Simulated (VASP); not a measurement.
# WSe2 (P-3m1) in VASP: a series of runs

Runs on WSe2. Level: PBEsol+D3(BJ). Tasks: single point.

Everything below comes from runs of VASP 6.6.1. Logs are shortened: lines on timing, memory, paths and dates and some standing lists are left out, and cuts for length are marked.

## 1. The cell of the first run

The typed cell holds 6 atoms: a = 3.182 Å, b = 3.182 Å, c = 12.037 Å, α = 90.00°, β = 90.00°, γ = 120.00°.

## 2. Single point, PBEsol+D3(BJ) (17.59 Å³/atom)

Input file INCAR:

```
SYSTEM = WSe2
ALGO = Normal
EDIFF = 1E-6
ENCUT = 520
GGA = PS
ISIF = 2
ISMEAR = 0
IVDW = 12
LASPH = .TRUE.
LCHARG = .FALSE.
LREAL = .FALSE.
LWAVE = .FALSE.
NBANDS = 35
NELM = 60
PREC = Accurate
SIGMA = 0.02
```

Input file KPOINTS:

```
k-points
0
G
  12 12 4
  0 0 0
```

Input file POSCAR:

```
WSe2
1.0
    3.1815582290      0.0000000000      0.0000000000
   -1.5907791145      2.7553102499      0.0000000000
    0.0000000000      0.0000000000     12.0366406998
W Se
2 4
Direct
    0.6666666667      0.3333333333      0.2499621382
    0.3333333333      0.6666666667      0.7500378618
    0.3333333333      0.6666666667      0.3901830584
    0.6666666667      0.3333333333      0.8902577502
    0.3333333333      0.6666666667      0.1097422498
    0.6666666667      0.3333333333      0.6098169416
```

Potentials or basis: VASP PAW PBE potentials, release 64 (W_sv, Se).

The run is started by

```console
cat potpaw_PBE.64/W_sv/POTCAR potpaw_PBE.64/Se/POTCAR > POTCAR
mpirun -np 1 vasp_std > vasp.out
```

OUTCAR:

```text
SYSTEM = WSe2
   EDIFF = 1E-6
   ENCUT = 520
   GGA = PS
   ISIF = 2
   ISMEAR = 0
   IVDW = 12
   LASPH = .TRUE.
   LREAL = .FALSE.
   NELM = 60
   PREC = Accurate
 IVDW          = 12

 ion  position               nearest neighbor table
   1  0.667  0.333  0.250-   5 2.49   5 2.49   5 2.49   3 2.49   3 2.49   3 2.49
   2  0.333  0.667  0.750-   4 2.49   4 2.49   4 2.49   6 2.49   6 2.49   6 2.49
   3  0.333  0.667  0.390-   1 2.49   1 2.49   1 2.49
   4  0.667  0.333  0.890-   2 2.49   2 2.49   2 2.49
   5  0.333  0.667  0.110-   1 2.49   1 2.49   1 2.49
   6  0.667  0.333  0.610-   2 2.49   2 2.49   2 2.49

  LATTYP: Found a hexagonal cell.
 ALAT       =     3.1815582290
 C/A-ratio  =     3.7832533097

  Lattice vectors:

 A1 = (   3.1815582290,   0.0000000000,   0.0000000000)
 A2 = (  -1.5907791145,   2.7553102499,   0.0000000000)
 A3 = (   0.0000000000,   0.0000000000,  12.0366406998)

Analysis of symmetry for initial positions (statically):
=====================================================================
 Subroutine PRICEL returns:
 Original cell was already a primitive cell.

 Routine SETGRP: Setting up the symmetry group for a
 hexagonal supercell.

 Subroutine GETGRP returns: Found 12 space group operations
 (whereof 12 operations were pure point group operations)
 out of a pool of 24 trial point group operations.

The static configuration has the point symmetry D_3d.

Analysis of symmetry for dynamics (positions and initial velocities):
=====================================================================
 Subroutine PRICEL returns:
 Original cell was already a primitive cell.

 Routine SETGRP: Setting up the symmetry group for a
 hexagonal supercell.

 Subroutine GETGRP returns: Found 12 space group operations
 (whereof 12 operations were pure point group operations)
 out of a pool of 24 trial point group operations.

The dynamic configuration has the point symmetry D_3d.

 Subroutine INISYM returns: Found 12 space group operations
 (whereof 12 operations are pure point group operations),
 and found     1 'primitive' translations

----------------------------------------------------------------------------------------

                                     Primitive cell

  volume of cell :     105.5154

  direct lattice vectors                    reciprocal lattice vectors
     3.181558229  0.000000000  0.000000000     0.314311393  0.181467768  0.000000000
    -1.590779115  2.755310250  0.000000000     0.000000000  0.362935535  0.000000000
     0.000000000  0.000000000 12.036640700     0.000000000  0.000000000  0.083079659

  length of vectors
     3.181558229  3.181558229 12.036640700     0.362935535  0.362935535  0.083079659

  position of ions in fractional coordinates (direct lattice)
     0.666666667  0.333333333  0.249962138
     0.333333333  0.666666667  0.750037862
     0.333333333  0.666666667  0.390183058
     0.666666667  0.333333333  0.890257750
     0.333333333  0.666666667  0.109742250
     0.666666667  0.333333333  0.609816942

  ion indices of the primitive-cell ions
   primitive index   ion index
                 1           1
                 2           2
                 3           3
                 4           4
                 5           5
                 6           6

----------------------------------------------------------------------------------------

 KPOINTS: k-points

Automatic generation of k-mesh.
 Grid dimensions read from file:
 generate k-points for:   12   12    4

 Generating k-lattice:

  Cartesian coordinates                     Fractional coordinates (reciprocal lattice)
     0.026192616  0.015122314  0.000000000     0.083333333  0.000000000  0.000000000
     0.000000000  0.030244628  0.000000000     0.000000000  0.083333333  0.000000000
     0.000000000  0.000000000  0.020769915     0.000000000  0.000000000  0.250000000

  Length of vectors
     0.030244628  0.030244628  0.020769915

  Shift w.r.t. Gamma in fractional coordinates (k-lattice)
     0.000000000  0.000000000  0.000000000

 Subroutine IBZKPT returns following result:
 ===========================================

 Found     69 irreducible k-points:

 Following reciprocal coordinates:
            Coordinates               Weight
  0.000000  0.000000  0.000000      1.000000
  0.083333  0.000000  0.000000      6.000000
  0.166667 -0.000000  0.000000      6.000000
  0.250000  0.000000  0.000000      6.000000
  0.333333  0.000000  0.000000      6.000000
  0.416667  0.000000  0.000000      6.000000
[... 16 lines left out ...]
  0.166667 -0.000000  0.250000      6.000000
  0.000000  0.166667  0.250000      6.000000
 [... further k-points ...]
   k-points           NKPTS =     69   k-points in BZ     NKDIM =     69   number of bands    NBANDS=     35
   number of dos      NEDOS =    301   number of ions     NIONS =      6
   total plane-waves  NPLWV =  51840
   dimension x,y,z NGX =    24 NGY =   24 NGZ =   90
   dimension x,y,z NGXF=    48 NGYF=   48 NGZF=  180
   ions per type =               2   4
   NGX,Y,Z   is equivalent  to a cutoff of  12.54, 12.54, 12.43 a.u.
   NGXF,Y,Z  is equivalent  to a cutoff of  25.08, 25.08, 24.86 a.u.
 SYSTEM =  WSe2
   PREC   = accura    normal or accurate (medium, high low for compatibility)
   ISTART =      0    job   : 0-new  1-cont  2-samecut
   ICHARG =      2    charge: 1-file 2-atom 10-const
   ISPIN  =      1    spin polarized calculation?
   LNONCOLLINEAR =      F non collinear calculations
   LSORBIT =      F    spin-orbit coupling
   LASPH  =      T    aspherical Exc in radial PAW
   ENCUT  =  520.0 eV  38.22 Ry    6.18 a.u.   5.92  5.92 22.38*2*pi/ulx,y,z
   NELM   =     60;   NELMIN=  2; NELMDL= -5     # of ELM steps
   EDIFF  = 0.1E-05   stopping-criterion for ELM
   LREAL  =      F    real-space projection
   EDIFFG = 0.1E-04   stopping-criterion for IOM
   NSW    =      0    number of steps for IOM
   IBRION =     -1    ionic relax: 0-MD 1-quasi-New 2-CG
   NFREE  =      0    steps in history (QN), initial steepest desc. (CG)
   ISIF   =      2    stress and relaxation
   ISYM   =      2    0-nonsym 1-usesym 2-fastsym
   POTIM  = 0.5000    time-step for ionic-motion
   TEBEG  =    0.0;   TEEND  =   0.0 temperature during run
   PSTRESS=    0.0 pullay stress
   NELECT =      52.0000    total number of electrons
   NUPDOWN=      -1.0000    fix difference up-down
   EMIN   =  10.00;   EMAX   =-10.00  energy-range for DOS
   EFERMI =   0.00;   METHOD = LEGACY
   ISMEAR =     0;   SIGMA  =   0.02  broadening in eV -4-tet -1-fermi 0-gaus
   EFERMI_NEDOS =   21; number of points for ismear=-14 and -15
   IALGO  =     38    algorithm
   IMIX   =      4    mixing-type and parameters
     AMIX     =   0.40;   BMIX     =  1.00
     AMIX_MAG =   1.60;   BMIX_MAG =  1.00
  volume/ion in A,a.u.               =      17.59       118.68
  Fermi-wavevector in a.u.,A,eV,Ry     =   1.293116  2.443634 22.750958  1.672148
  Thomas-Fermi vector in A             =   2.424781
   LORBIT       =      0    0 simple, 1 ext, 2 COOP (PROOUT), +10 PAW based schemes
   GGA     = PS    functional components
   LHFCALC =     F    Hartree Fock is set to
   AEXX    =    0.0000 exact exchange contribution
   IVDW    =    12    specifies the selected vdW correction
   LEPSILON=     F    determine dielectric tensor
   LRPA    =     F    only Hartree local field effects (RPA)
 non-spin polarized calculation
 Gauss-broadening in eV      SIGMA  =   0.02
  energy-cutoff  :      520.00
  volume of cell :      105.52
 maximum number of plane-waves:      2880
   NGX = 11   NGY = 11   NGZ = 45

 number of electron      51.9999999 magnetization

 Free energy of the ion-electron system (eV)
  ---------------------------------------------------
  ext. energy  EPLUGINS =         0.00000000
  ---------------------------------------------------
  free energy    TOTEN  =       -46.12811854 eV

  energy without entropy =      -46.12811854  energy(sigma->0) =      -46.12811854

 E-fermi :   8.1292     XC(G=0): -11.7487

 val. band max:        8.0352448243   @ k =   0.0000   0.0000   0.0000
 cond. band min:       8.5168836953   @ k =   0.1667   0.1667   0.0000
 fundamental gap:      0.4816388710
 Fermi energy:         8.1291566922

 k-point     1 :       0.0000    0.0000    0.0000
  band No.  band energies     occupation
      1     -66.3114      2.00000
      2     -66.3114      2.00000
      3     -30.6529      2.00000
      4     -30.6528      2.00000
      5     -30.4146      2.00000
      6     -30.4146      2.00000
[... 27 lines left out ...]
     34      11.1714      0.00000
     35      13.0393      0.00000

 k-point     2 :       0.0833    0.0000    0.0000
  band No.  band energies     occupation
      1     -66.3103      2.00000
      2     -66.3103      2.00000
      3     -30.6484      2.00000
      4     -30.6483      2.00000
      5     -30.4377      2.00000
      6     -30.4377      2.00000
[... 27 lines left out ...]
     34      11.0684      0.00000
     35      13.6948      0.00000

 k-point     3 :       0.1667   -0.0000    0.0000
  band No.  band energies     occupation
      1     -66.3071      2.00000
      2     -66.3071      2.00000
      3     -30.6361      2.00000
      4     -30.6360      2.00000
      5     -30.5005      2.00000
      6     -30.5005      2.00000
[... 27 lines left out ...]
     34      11.6087      0.00000
     35      14.5581      0.00000
[... 723 lines left out ...]
 k-point    23 :       0.1667   -0.0000    0.2500
  band No.  band energies     occupation
      1     -66.3071      2.00000
      2     -66.3071      2.00000
      3     -30.6361      2.00000
      4     -30.6360      2.00000
      5     -30.5005      2.00000
      6     -30.5005      2.00000
[... 27 lines left out ...]
     34      11.5690      0.00000
     35      14.6085      0.00000

 k-point    24 :       0.0000    0.1667    0.2500
  band No.  band energies     occupation
      1     -66.3071      2.00000
      2     -66.3071      2.00000
      3     -30.6361      2.00000
      4     -30.6360      2.00000
      5     -30.5005      2.00000
      6     -30.5005      2.00000
[... 27 lines left out ...]
     34      11.5690      0.00000
     35      14.6087      0.00000

 [... further k-points ...]

------------------------ aborting loop because EDIFF is reached ----------------------------------------

 Edisp (eV)   -3.05012

 E8    (eV) :    -2.0530

  FORCE on cell =-STRESS in cart. coord.  units (eV):
  Direction    XX          YY          ZZ          XY          YZ          ZX
  --------------------------------------------------------------------------------------
  -------------------------------------------------------------------------------------
  Total       3.95401     3.95401     4.05886    -0.00000     0.00000    -0.00000
  in kB      60.03891    60.03891    61.63094    -0.00000     0.00000    -0.00000
  external pressure =       60.57 kB  Pullay stress =        0.00 kB

 VOLUME and BASIS-vectors are now :
 -----------------------------------------------------------------------------
  energy-cutoff  :      520.00
  volume of cell :      105.52
      direct lattice vectors                 reciprocal lattice vectors
     3.181558229  0.000000000  0.000000000     0.314311393  0.181467768  0.000000000
    -1.590779115  2.755310250  0.000000000     0.000000000  0.362935535  0.000000000
     0.000000000  0.000000000 12.036640700     0.000000000  0.000000000  0.083079659

 POSITION                                       TOTAL-FORCE (eV/Angst)
 -----------------------------------------------------------------------------------
      1.59078      0.91844      3.00870        -0.000000      0.000000      0.001074
     -0.00000      1.83687      9.02794         0.000000      0.000000     -0.001074
     -0.00000      1.83687      4.69649         0.000000      0.000000      0.067506
      1.59078      0.91844     10.71571        -0.000000      0.000000      0.065145
     -0.00000      1.83687      1.32093         0.000000     -0.000000     -0.065145
      1.59078      0.91844      7.34015        -0.000000      0.000000     -0.067506
 -----------------------------------------------------------------------------------
    total drift:                                0.000000     -0.000000     -0.000000

  FREE ENERGIE OF THE ION-ELECTRON SYSTEM (eV)
  ---------------------------------------------------
  free  energy   TOTEN  =       -49.1782405280 eV

  energy  without entropy=      -49.1782405280  energy(sigma->0) =      -49.17824053
```

It took 2.3 min on 1 thread of Intel Xeon Platinum 8488C (Sapphire Rapids), shared host; peak memory 0.36 GiB.

What came out:

- Free energy: -49.1782 eV
- Pressure: 6.1 GPa
- Largest force: 0.068 eV/Å
- Band gap on the k mesh: 0.48 eV (least direct gap 1.30 eV)
- Dispersion energy per atom: -0.508 eV

Forces in eV/Å, atoms in the order of the input:
```
W    0.000  0.000  0.001
W    0.000  0.000 -0.001
Se   0.000  0.000  0.068
Se   0.000  0.000  0.065
Se   0.000  0.000 -0.065
Se   0.000  0.000 -0.068
```

Caveat: the cell stands under pressure; the PAW data sets were made with another functional, which shifts forces and pressure a little; spin-orbit coupling is left out, which moves the levels of the heavy elements. A k mesh can miss the band edges.

(Continued in part 2 of 2.)
